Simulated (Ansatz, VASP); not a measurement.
## One calculation of Na2S, two programs

```
Na S
1.0
     0.00000    3.25543    3.25543
     3.25543    0.00000    3.25543
     3.25543    3.25543    0.00000
Na S
2 1
Direct
  0.25000 0.25000 0.25000
  0.75000 0.75000 0.75000
  0.00000 0.00000 0.00000
```

Alike in both runs: task single point; functional PBE-based screened hybrid with a share of 0.4 of exact exchange and HFSCREEN = 0.3; k mesh 4 × 4 × 4; no spin polarisation.

|  | VASP | Ansatz |
| --- | --- | --- |
| version | VASP 6.6.1 | Ansatz 0.2.0 |
| potentials or method | VASP PAW PBE potentials, release 64 (Na_pv, S) | plane waves |
| plane-wave cutoff (eV) | 400 | 420 |
| occupations | gaussian, width 0.01 eV | fixed |
| valence electrons in the cell | 20 | 24 |

VASP gave:

- gap on the k mesh at the Fermi level (eV): 3.81
- pressure (GPa): -0.2

**Question.** Estimate Ansatz's values.

**Answer.** gap on the k mesh at the Fermi level (eV): 3.82; pressure (GPa): -0.1.

VASP's potentials were made for PBE, not for PBE-based screened hybrid. VASP's potentials hold 20 valence electrons a cell and Ansatz's 24, so a difference there can come from the potentials and not from the codes. Ansatz's warnings: stress exchange threshold loose, stress scf threshold loose.
